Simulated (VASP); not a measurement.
SrMn4As2: single point with PBE

The system is SrMn4As2.

```
CELL_PARAMETERS angstrom
2.11410 3.66173 0.00000
-2.11410 3.66173 0.00000
0.00000 -2.44115 7.86420
ATOMIC_POSITIONS crystal
Sr 0.00000 0.00000 0.00000
As 0.24740 0.24740 0.74220
As 0.75260 0.75260 0.25780
Mn 0.14340 0.14340 0.43020
Mn 0.85660 0.85660 0.56980
Mn 0.43850 0.43850 0.31550
Mn 0.56150 0.56150 0.68450
```

```yaml
Program: VASP 6.6.1
Task: single point
Functional: PBE
Potentials_or_basis: VASP PAW PBE potentials, release 64 (Sr_sv, As, Mn_pv)
Cutoff: 520 eV
k_mesh: 5 × 5 × 5
Occupations: methfessel-paxton, width 0.005 eV
Spin: no spin polarisation
```

- Pressure: -13.4 GPa
- Largest force: 2.677 eV/Å
- Band gap on the k mesh: zero (band 36 reaches 6.61 eV, above the bottom of band 37 at 6.28 eV)

Forces on the atoms (eV/Å):
```
Sr   0.000  0.000  0.000
As   0.000  0.000 -0.202
As   0.000  0.000  0.202
Mn   0.000  0.000  0.149
Mn   0.000  0.000 -0.149
Mn   0.000  0.000  2.677
Mn   0.000  0.000 -2.677
```

Stress tensor (GPa, compression positive):
```
-15.88   0.00   0.00
  0.00 -15.88   0.00
  0.00   0.00  -8.41
```

Levels at points of the mesh, in eV from the Fermi level:
| k point | band 32 | band 33 | band 34 | band 35 | band 36 | band 37 | band 38 | band 39 | band 40 | band 41 |
| --- | --- | --- | --- | --- | --- | --- | --- | --- | --- | --- |
| (0.00, 0.00, 0.00) | -0.50 | -0.28 | -0.28 | -0.25 | 0.26 | 0.26 | 0.45 | 0.45 | 1.20 | 1.31 |

Wall time 3.1 min on 1 thread of Intel(R) Xeon(R) Platinum 8175M CPU @ 2.50GHz (Skylake/Cascade Lake), with other jobs on the host, peak memory 0.29 GiB.

Caveat: forces of over 1 eV/Å act on the atoms, so gaps and moduli don't describe the material at rest. Spin polarisation is off, so any magnetic state and its effect on volume and gap are missing.
